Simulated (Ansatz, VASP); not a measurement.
# CdS in VASP and in Ansatz

INCAR

```
PREC = Accurate
ENCUT = 600
EDIFF = 1E-6
ISMEAR = 0
SIGMA = 0.1
LREAL = False
LASPH = True
NELM = 60
ALGO = Normal
ISIF = 3
LWAVE = False
LCHARG = False
GGA = PE
IBRION = 2
NSW = 100
EDIFFG = -0.01
```

Contents of KPOINTS:

```
regular mesh
0
Gamma
  10 10 8
```

POSCAR

```
CdS
1.0
    5.1768099349      0.0000000000      0.0000000000
    0.0000000000      5.1768099349      0.0000000000
    0.0000000000      0.0000000000      5.4443029764
Cd S
2 2
Direct
    0.0000000000      0.5000000000      0.0482853309
    0.5000000000      0.0000000000      0.9517146691
    0.0000000000      0.0000000000      0.0000000000
    0.5000000000      0.5000000000      0.0000000000
```

Input for Ansatz:

```yaml
crystal:
  lattice:
    - [5.1768099349, 0.0, 0.0]
    - [0.0, 5.1768099349, 0.0]
    - [0.0, 0.0, 5.4443029764]
  atoms:
    - { symbol: Cd, position: [0.0, 0.5, 0.0482853309] }
    - { symbol: Cd, position: [0.5, 0.0, 0.9517146691] }
    - { symbol: S, position: [0.0, 0.0, 0.0] }
    - { symbol: S, position: [0.5, 0.5, 0.0] }
basis:
  ecutwfc: 420
kpoints:
  mp_grid: { grid: [10, 10, 8] }
hamiltonian:
  xc: pbe
scf:
  occupations: { method: gaussian, width: 0.1 }
output:
  forces: true
  stress: true
  eigenvalues: true
  write_density: true
  write_potential: true
  elf: true
  volumetric_format: npy
relax:
  adjacent_minimum: "off"
  f_tol: 0.01
  max_steps: 80
  cell: { stress_tol: 0.05 }
```

Alike in both runs: task relaxation of cell and atoms; functional PBE; k mesh 10 × 10 × 8; occupations gaussian, width 0.1 eV; no spin polarisation.

```csv
,VASP,Ansatz
version,VASP 6.6.1,Ansatz 0.2.0
potentials or method,"VASP PAW PBE potentials, release 64 (Cd, S), cutoff 600 eV","scalar-relativistic, plane waves, PAW"
valence electrons in the cell,36,52
```

```tsv
	VASP	Ansatz	Ansatz less VASP
gap on the k mesh at the Fermi level, each at its own relaxed structure (eV)	none	none	-
relaxed volume (Å³/atom)	36.83	36.49	-0.349
relaxed length of the cell vector where the two differ most in proportion (Å)	5.511	5.483	-0.0284
```

A gap of «none» marks a metal or a gap that the smearing closes. VASP's potentials hold 36 valence electrons a cell and Ansatz's 52, so a difference there can come from the potentials and not from the codes.
